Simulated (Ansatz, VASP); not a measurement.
NaLaMnMoO6: VASP beside Ansatz

The input INCAR:

```
PREC     = Accurate       # precision mode
ENCUT    = 520            # plane-wave cutoff, eV
EDIFF    = 1E-7           # SCF threshold, eV
ISMEAR   = -1             # smearing method
SIGMA    = 0.05           # smearing width, eV
LREAL    = False          # projectors in reciprocal space
LASPH    = True           # aspherical terms in the spheres
NELM     = 150            # most SCF steps
ALGO     = Normal         # electronic algorithm
ISIF     = 2              # what is computed and relaxed
LWAVE    = False          # write WAVECAR
LCHARG   = False          # write CHGCAR
ISPIN    = 2              # spin polarisation
MAGMOM   = 0 0 4 1 0 0 0 0 0 0 # initial moments
LORBIT   = 11             # projections on sites
LMAXMIX  = 6              # l up to which the mixer works
GGA      = PS             # functional
NBANDS   = 56             # bands
```

KPOINTS

```
regular mesh
0
Gamma
  5 5 5
```

The input POSCAR:

```
NaLaMnMoO6
1.0
   -2.7229400000      2.7229400000      3.8988900000
    2.7229400000     -2.7229400000      3.8988900000
    2.7229400000      2.7229400000     -3.8988900000
Na La Mn Mo O
1 1 1 1 6
Direct
    0.2500000000      0.7500000000      0.5000000000
    0.7500000000      0.2500000000      0.5000000000
    0.5000000000      0.5000000000      0.0000000000
    0.0000000000      0.0000000000      0.0000000000
    0.2076600000      0.2960700000      0.5037100000
    0.2960500000      0.7923400000      0.0884100000
    0.7923600000      0.7039500000      0.4962900000
    0.7039300000      0.2076400000      0.9115900000
    0.2519400000      0.2519400000      0.0000000000
    0.7480600000      0.7480600000      0.0000000000
```

The input input.yaml:

```yaml
crystal:
  lattice:
    - [-2.72294, 2.72294, 3.89889]
    - [2.72294, -2.72294, 3.89889]
    - [2.72294, 2.72294, -3.89889]
  atoms:
    - { symbol: Na, position: [0.25, 0.75, 0.5] }
    - { symbol: La, position: [0.75, 0.25, 0.5] }
    - { symbol: Mn, position: [0.5, 0.5, 0.0], spin: 4.0 }
    - { symbol: Mo, position: [0.0, 0.0, 0.0], spin: 1.0 }
    - { symbol: O, position: [0.20766, 0.29607, 0.50371] }
    - { symbol: O, position: [0.29605, 0.79234, 0.08841] }
    - { symbol: O, position: [0.79236, 0.70395, 0.49629] }
    - { symbol: O, position: [0.70393, 0.20764, 0.91159] }
    - { symbol: O, position: [0.25194, 0.25194, 0.0] }
    - { symbol: O, position: [0.74806, 0.74806, 0.0] }
kpoints:
  mp_grid: { grid: [5, 5, 5] }
  band_path:
    path:
      - [0.0, 0.0, 0.0]
      - [0.0, 0.0, 0.5]
      - [-0.2438732594, 0.2438732594, 0.5]
      - [-0.3719366297, 0.3719366297, 0.3719366297]
      - [0.0, 0.0, 0.0]
      - [0.5, 0.5, -0.5]
      - [0.3719366297, 0.6280633703, -0.3719366297]
      - [0.0, 0.5, 0.0]
    npoints: 12
scf:
  occupations: { method: fermi_dirac, width: 0.05 }
hamiltonian:
  xc: pbesol
  pseudopotentials: { kind: all_electron, lapw: { basis_error: 0.002 } }
magnetization:
  spin_polarized: true
output:
  forces: true
  stress: true
  eigenvalues: true
```

Alike in both runs: functional PBEsol; k mesh 5 × 5 × 5; occupations fermi-dirac, width 0.05 eV; collinear spin.

|  | VASP | Ansatz |
| --- | --- | --- |
| version | VASP 6.6.1 | Ansatz 0.2.0 |
| potentials or method | VASP PAW PBE potentials, release 64 (Na_pv, La, Mn_pv, Mo_sv, O), cutoff 520 eV | all-electron LAPW, scalar-relativistic |
| task | single point | band structure |

Ansatz gave:

* gap on the k mesh at the Fermi level (eV): none
* pressure (GPa): -6.1
* traceless stress, the component that is largest in VASP (GPa): -0.36
* rms of the force components (eV/Å): 0.073
* net moment per atom (μB): 0.22
* size of the moment on the site where the two differ most (μB): 2.50

Q: Estimate VASP's values.

A: gap on the k mesh at the Fermi level (eV): none; pressure (GPa): -5.7; traceless stress, the component that is largest in VASP (GPa): -0.28; rms of the force components (eV/Å): 0.097; net moment per atom (μB): 0.22; size of the moment on the site where the two differ most (μB): 2.59.

VASP's potentials were made for PBE, not for PBEsol. Site moments also hang on the region over which each program counts them. Atom by atom the forces differ by 0.025 eV/Å (rms over components). A gap of «none» marks a metal or a gap that the smearing closes. Ansatz ran all-electron here, and VASP with PAW potentials.

Neither program's run includes spin-orbit coupling. Noted on Ansatz's run: the k mesh is thin for a metal, which can move the energy by tens of meV per atom.
